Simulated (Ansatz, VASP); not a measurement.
## One calculation of HgH3Pb, two programs

The input INCAR:

```
SYSTEM = HgH3Pb
PREC = Accurate
ENCUT = 600
EDIFF = 1E-6
ISMEAR = 0
SIGMA = 0.1
LREAL = .FALSE.
LASPH = .TRUE.
NELM = 100
ALGO = Normal
ISIF = 3
LWAVE = .FALSE.
LCHARG = .FALSE.
GGA = PE
IBRION = 2
NSW = 100
EDIFFG = -0.01
```

The input KPOINTS:

```
Automatic mesh
0
G
  10 10 8
  0 0 0
```

The input POSCAR:

```
HgH3Pb
1.0
    4.1151173018      0.0000000000      0.0000000000
    0.0000000000      4.1151173018      0.0000000000
    0.0000000000      0.0000000000      4.4940208724
Hg H Pb
1 3 1
Direct
    0.5000000000      0.5000000000      0.5838678908
    0.5000000000      0.5000000000      0.9759951714
    0.0000000000      0.5000000000      0.3808729505
    0.5000000000      0.0000000000      0.3808729505
    0.0000000000      0.0000000000      0.1383910368
```

Input for Ansatz:

```yaml
crystal:
  lattice:
    - [4.1151173018, 0.0, 0.0]
    - [0.0, 4.1151173018, 0.0]
    - [0.0, 0.0, 4.4940208724]
  atoms:
    - { symbol: Hg, position: [0.5, 0.5, 0.5838678908] }
    - { symbol: H, position: [0.5, 0.5, 0.9759951714] }
    - { symbol: H, position: [0.0, 0.5, 0.3808729505] }
    - { symbol: H, position: [0.5, 0.0, 0.3808729505] }
    - { symbol: Pb, position: [0.0, 0.0, 0.1383910368] }
basis:
  ecutwfc: 420
kpoints:
  mp_grid: { grid: [10, 10, 8] }
hamiltonian:
  xc: pbe
scf:
  occupations: { method: gaussian, width: 0.1 }
output:
  forces: true
  stress: true
  eigenvalues: true
  write_density: true
  write_potential: true
  elf: true
  volumetric_format: npy
relax:
  adjacent_minimum: "off"
  f_tol: 0.01
  max_steps: 80
  cell: { stress_tol: 0.05 }
```

Alike in both runs: task relaxation of cell and atoms; functional PBE; k mesh 10 × 10 × 8; occupations gaussian, width 0.1 eV; no spin polarisation.

|  | VASP | Ansatz |
| --- | --- | --- |
| version | VASP 6.6.1 | Ansatz 0.2.0 |
| potentials or method | VASP PAW PBE potentials, release 64 (Hg, H, Pb_d), cutoff 600 eV | scalar-relativistic, plane waves, PAW |
| valence electrons in the cell | 29 | 37 |

|  | VASP | Ansatz | Ansatz less VASP |
| --- | --- | --- | --- |
| gap on the k mesh at the Fermi level, each at its own relaxed structure (eV) | none | none | - |
| relaxed volume (Å³/atom) | 15.64 | 15.65 | +0.008 |
| relaxed length of the cell vector where the two differ most in proportion (Å) | 4.695 | 4.728 | +0.0327 |

A gap of «none» marks a metal or a gap that the smearing closes. VASP's potentials hold 29 valence electrons a cell and Ansatz's 37, so a difference there can come from the potentials and not from the codes.

Spin-orbit coupling is off throughout. Noted on VASP's run: too few bands were computed for a metal, which touches its energy and stress.
